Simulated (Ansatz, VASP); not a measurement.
Zn: VASP beside Ansatz

```xyz
2
Lattice="2.6144 0.0000 0.0000 -1.3072 2.2641 0.0000 0.0000 0.0000 4.8732" Properties=species:S:1:pos:R:3 pbc="T T T"
Zn    0.0000    1.5094    1.2183
Zn    1.3072    0.7547    3.6549
```

Alike in both runs: task relaxation of cell and atoms; functional LDA; k mesh 18 × 18 × 10; occupations gaussian, width 0.1 eV; no spin polarisation.

```csv
,VASP,Ansatz
version,VASP 6.6.1,Ansatz 0.2.0
potentials or method,"VASP PAW LDA potentials, release 64 (Zn), cutoff 600 eV","scalar-relativistic, plane waves, PAW"
valence electrons in the cell,24,24
```

VASP gave:

| Quantity | Value |
| --- | --- |
| gap on the k mesh at the Fermi level, each at its own relaxed structure (eV) | none |
| relaxed volume (Å³/atom) | 13.75 |
| relaxed cell length with the largest relative difference (Å) | 2.557 |

Question: Estimate Ansatz's values.

Answer: gap on the k mesh at the Fermi level, each at its own relaxed structure (eV): none; relaxed volume (Å³/atom): 13.67; relaxed cell length with the largest relative difference (Å): 2.551.

Ansatz warns that its potentials were made for another functional, while VASP's fit it. LDA's correlation is that of Perdew and Zunger in VASP and of Perdew and Wang (1992) in Ansatz. A gap of «none» marks a metal or a gap that the smearing closes.
